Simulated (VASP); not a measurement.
# TiSi2 (Cmcm) in VASP: notebook, part 2 of 2

VASP 6.6.1. The steps go on from the part before.

### 3 Density of states, PBEsol

POSCAR reads:

```
TiSi2
1.0
    1.7651050250     -6.7592815350      0.0000000000
    1.7651050250      6.7592815350      0.0000000000
    0.0000000000      0.0000000000      3.5651739700
Ti Si
2 4
Direct
    0.1031180800      0.8968819200      0.2500000000
    0.8968819200      0.1031180800      0.7500000000
    0.7503148200      0.2496851800      0.2500000000
    0.2496851800      0.7503148200      0.7500000000
    0.4417485500      0.5582514500      0.2500000000
    0.5582514500      0.4417485500      0.7500000000
```

INCAR.step1 reads:

```
  ALGO = Normal
  EDIFF = 1E-6
  ENCUT = 400
  GGA = PS
  GGA_COMPAT = F
  ISIF = 2
  ISMEAR = -1
  LASPH = T
  LCHARG = T
  LMAXMIX = 4
  LORBIT = 11
  LREAL = F
  LWAVE = F
  NBANDS = 29
  NEDOS = 2001
  NELM = 120
  PREC = Accurate
  SIGMA = 0.05
```

KPOINTS.step1 reads:

```
k-points
0
Gamma
  8 8 8
```

INCAR.step2 reads:

```
  ALGO = Normal
  EDIFF = 1E-6
  ENCUT = 400
  GGA = PS
  GGA_COMPAT = F
  ICHARG = 11
  ISIF = 2
  ISMEAR = -5
  LASPH = T
  LCHARG = F
  LMAXMIX = 4
  LORBIT = 11
  LREAL = F
  LWAVE = F
  NEDOS = 2001
  NELM = 120
  PREC = Accurate
  SIGMA = 0.05
```

KPOINTS.step2 reads:

```
k-points
0
Gamma
  12 12 12
```

Potentials or basis: VASP PAW PBE potentials, release 64 (Ti_sv, Si).

Started as:

```sh
> cat potpaw_PBE.64/Ti_sv/POTCAR potpaw_PBE.64/Si/POTCAR > POTCAR
> cp INCAR.step1 INCAR
> cp KPOINTS.step1 KPOINTS
> mpirun -np 1 vasp_std > vasp.out
> cp INCAR.step2 INCAR
> cp KPOINTS.step2 KPOINTS
> mpirun -np 1 vasp_std > vasp.out
```

OUTCAR:

```text
EDIFF = 1E-6
   ENCUT = 400
   GGA = PS
   ICHARG = 11
   ISIF = 2
   ISMEAR = -5
   LASPH = T
   LORBIT = 11
   LREAL = F
   NELM = 120
   PREC = Accurate

 ion  position               nearest neighbor table
   1  0.103  0.897  0.250-   6 2.58   6 2.58   6 2.58   6 2.58   3 2.66   3 2.66   4 2.67   4 2.67
                             5 2.81   5 2.81
   2  0.897  0.103  0.750-   5 2.58   5 2.58   5 2.58   5 2.58   4 2.66   4 2.66   3 2.67   3 2.67
                             6 2.81   6 2.81
   3  0.750  0.250  0.250-   4 2.51   4 2.51   4 2.51   4 2.51   1 2.66   1 2.66   2 2.67   2 2.67
                             5 3.13   5 3.13
   4  0.250  0.750  0.750-   3 2.51   3 2.51   3 2.51   3 2.51   2 2.66   2 2.66   1 2.67   1 2.67
                             6 3.13   6 3.13
   5  0.442  0.558  0.250-   6 2.38   6 2.38   2 2.58   2 2.58   2 2.58   2 2.58   1 2.81   1 2.81
                             3 3.13   3 3.13
   6  0.558  0.442  0.750-   5 2.38   5 2.38   1 2.58   1 2.58   1 2.58   1 2.58   2 2.81   2 2.81
                             4 3.13   4 3.13

  LATTYP: Found a base centered orthorhombic cell.
 ALAT       =     3.5302100500
 B/A-ratio  =     3.8293934011
 C/A-ratio  =     1.0099042039

  Lattice vectors:

 A1 = (   1.7651050250,  -6.7592815350,   0.0000000000)
 A2 = (   1.7651050250,   6.7592815350,   0.0000000000)
 A3 = (   0.0000000000,   0.0000000000,   3.5651739700)

Analysis of symmetry for initial positions (statically):
=====================================================================
 Subroutine PRICEL returns:
 Original cell was already a primitive cell.

 Routine SETGRP: Setting up the symmetry group for a
 base centered orthorhombic supercell.

 Subroutine GETGRP returns: Found  8 space group operations
 (whereof  4 operations were pure point group operations)
 out of a pool of  8 trial point group operations.

The static configuration has the point symmetry C_2h.
 The point group associated with its full space group is D_2h.

Analysis of symmetry for dynamics (positions and initial velocities):
=====================================================================
 Subroutine PRICEL returns:
 Original cell was already a primitive cell.

 Routine SETGRP: Setting up the symmetry group for a
 base centered orthorhombic supercell.

 Subroutine GETGRP returns: Found  8 space group operations
 (whereof  4 operations were pure point group operations)
 out of a pool of  8 trial point group operations.

The dynamic configuration has the point symmetry C_2h.
 The point group associated with its full space group is D_2h.

 Subroutine INISYM returns: Found  8 space group operations
 (whereof  4 operations are pure point group operations),
 and found     1 'primitive' translations

----------------------------------------------------------------------------------------

                                     Primitive cell

  volume of cell :      85.0711

  direct lattice vectors                    reciprocal lattice vectors
     1.765105025 -6.759281535  0.000000000     0.283269263 -0.073972359  0.000000000
     1.765105025  6.759281535  0.000000000     0.283269263  0.073972359  0.000000000
     0.000000000  0.000000000  3.565173970     0.000000000  0.000000000  0.280491221

[... 73 lines left out ...]
 -0.416667  0.166667  0.000000      4.000000
 [... further k-points ...]
   k-points           NKPTS =    301   k-points in BZ     NKDIM =    301   number of bands    NBANDS=     24
   number of dos      NEDOS =   2001   number of ions     NIONS =      6
   total plane-waves  NPLWV =  55296
   dimension x,y,z NGX =    48 NGY =   48 NGZ =   24
   dimension x,y,z NGXF=    96 NGYF=   96 NGZF=   48
   ions per type =               2   4
   NGX,Y,Z   is equivalent  to a cutoff of  11.42, 11.42, 11.19 a.u.
   NGXF,Y,Z  is equivalent  to a cutoff of  22.85, 22.85, 22.38 a.u.
 SYSTEM =  unknown system
   PREC   = accura    normal or accurate (medium, high low for compatibility)
   ISTART =      0    job   : 0-new  1-cont  2-samecut
   ICHARG =     11    charge: 1-file 2-atom 10-const
   ISPIN  =      1    spin polarized calculation?
   LNONCOLLINEAR =      F non collinear calculations
   LSORBIT =      F    spin-orbit coupling
   LASPH  =      T    aspherical Exc in radial PAW
   ENCUT  =  400.0 eV  29.40 Ry    5.42 a.u.  11.39 11.39  5.81*2*pi/ulx,y,z
   NELM   =    120;   NELMIN=  2; NELMDL=  0     # of ELM steps
   EDIFF  = 0.1E-05   stopping-criterion for ELM
   LREAL  =      F    real-space projection
   EDIFFG = 0.1E-04   stopping-criterion for IOM
   NSW    =      0    number of steps for IOM
   IBRION =     -1    ionic relax: 0-MD 1-quasi-New 2-CG
   NFREE  =      0    steps in history (QN), initial steepest desc. (CG)
   ISIF   =      2    stress and relaxation
   ISYM   =      2    0-nonsym 1-usesym 2-fastsym
   POTIM  = 0.5000    time-step for ionic-motion
   TEBEG  =    0.0;   TEEND  =   0.0 temperature during run
   PSTRESS=    0.0 pullay stress
   NELECT =      40.0000    total number of electrons
   NUPDOWN=      -1.0000    fix difference up-down
   EMIN   =  10.00;   EMAX   =-10.00  energy-range for DOS
   EFERMI =   0.00;   METHOD = LEGACY
   ISMEAR =    -5;   SIGMA  =   0.05  broadening in eV -4-tet -1-fermi 0-gaus
   EFERMI_NEDOS =   21; number of points for ismear=-14 and -15
   IALGO  =     38    algorithm
   IMIX   =      4    mixing-type and parameters
     AMIX     =   0.40;   BMIX     =  1.00
     AMIX_MAG =   1.60;   BMIX_MAG =  1.00
  volume/ion in A,a.u.               =      14.18        95.68
  Fermi-wavevector in a.u.,A,eV,Ry     =   1.273017  2.405653 22.049227  1.620572
  Thomas-Fermi vector in A             =   2.405864
   LORBIT       =     11    0 simple, 1 ext, 2 COOP (PROOUT), +10 PAW based schemes
   GGA     = PS    functional components
   LHFCALC =     F    Hartree Fock is set to
   AEXX    =    0.0000 exact exchange contribution
   IVDW    =     0    specifies the selected vdW correction
   LEPSILON=     F    determine dielectric tensor
   LRPA    =     F    only Hartree local field effects (RPA)
 non-spin polarized calculation
 Fermi weights with tetrahedron method with Bloechl corrections
  energy-cutoff  :      400.00
  volume of cell :       85.07
 maximum number of plane-waves:      1570
 NGX is ok and might be reduce to    48

 number of electron      39.9999997 magnetization

 Free energy of the ion-electron system (eV)
  ---------------------------------------------------
  ext. energy  EPLUGINS =         0.00000000
  ---------------------------------------------------
  free energy    TOTEN  =       -43.66954878 eV

  energy without entropy =      -43.66954878  energy(sigma->0) =      -43.66954878

 E-fermi :  10.4559     XC(G=0): -11.7312

 val. band max:       10.5760206056   @ k =  -0.1667   0.1667   0.4167
 cond. band min:      10.3592505465   @ k =   0.0833  -0.0000   0.2500
 fundamental gap:     -0.2167700591
 Fermi energy:        10.4558650088

 k-point     1 :       0.0000    0.0000    0.0000
  band No.  band energies     occupation
      1     -46.1064      2.00000
      2     -46.0968      2.00000
      3     -22.5703      2.00000
      4     -22.5312      2.00000
      5     -22.5194      2.00000
      6     -22.5180      2.00000
[... 637 lines left out ...]
     23      11.3941      0.00000
     24      12.1342      0.00000

 [... further k-points ...]
[... 5 lines left out ...]
  --------------------------------------------------------------------------------------
  -------------------------------------------------------------------------------------
  Total       -1.2972397     -1.2853707     -0.9288852      0.0000000     -0.0000000      0.0000000
  in kB      -24.4314359    -24.2079031    -17.4940678      0.0000000     -0.0000000      0.0000000
  external PRESSURE =     -22.0444689 kB  Pullay stress =       0.0000000 kB

 VOLUME and BASIS-vectors are now :
 -----------------------------------------------------------------------------
  energy-cutoff  :      400.00
  volume of cell :       85.07
      direct lattice vectors                 reciprocal lattice vectors
     1.765105025 -6.759281535  0.000000000     0.283269263 -0.073972359  0.000000000
     1.765105025  6.759281535  0.000000000     0.283269263  0.073972359  0.000000000
     0.000000000  0.000000000  3.565173970     0.000000000  0.000000000  0.280491221

 POSITION                                       TOTAL-FORCE (eV/Angst)
 -----------------------------------------------------------------------------------
      1.76511      5.36527      0.89129         0.000000      0.010755     -0.000000
      1.76511     -5.36527      2.67388         0.000000     -0.010755     -0.000000
      1.76511     -3.38390      0.89129         0.000000      0.009481     -0.000000
      1.76511      3.38390      2.67388         0.000000     -0.009481      0.000000
      1.76511      0.78748      0.89129         0.000000      0.196380      0.000000
      1.76511     -0.78748      2.67388         0.000000     -0.196380     -0.000000
 -----------------------------------------------------------------------------------
    total drift:                                0.000000     -0.000000     -0.000000

  FREE ENERGIE OF THE ION-ELECTRON SYSTEM (eV)
  ---------------------------------------------------
  free  energy   TOTEN  =       -43.6695487848 eV

  energy  without entropy=      -43.6695487848  energy(sigma->0) =      -43.66954878

 total charge

# of ion       s       p       d       tot
------------------------------------------
    1        2.162   6.143   2.108  10.414
    2        2.162   6.143   2.108  10.414
    3        0.749   0.886   0.000   1.635
    4        0.749   0.886   0.000   1.635
    5        0.769   0.917   0.000   1.687
    6        0.769   0.917   0.000   1.687
--------------------------------------------------
tot          7.361  15.893   4.216  27.470
```

It took 11 min on 1 thread of Intel Xeon Platinum 8488C (Sapphire Rapids), shared host; peak memory 0.48 GiB.

Results:

| Property | Result |
| --- | --- |
| Valence electrons inside the program's atomic spheres | Ti 10.41; Si 1.64, 1.69 |

Caveat: the PAW data sets were made with another functional, which shifts forces and pressure a little; tetrahedron occupations give inexact forces and stress in metals.
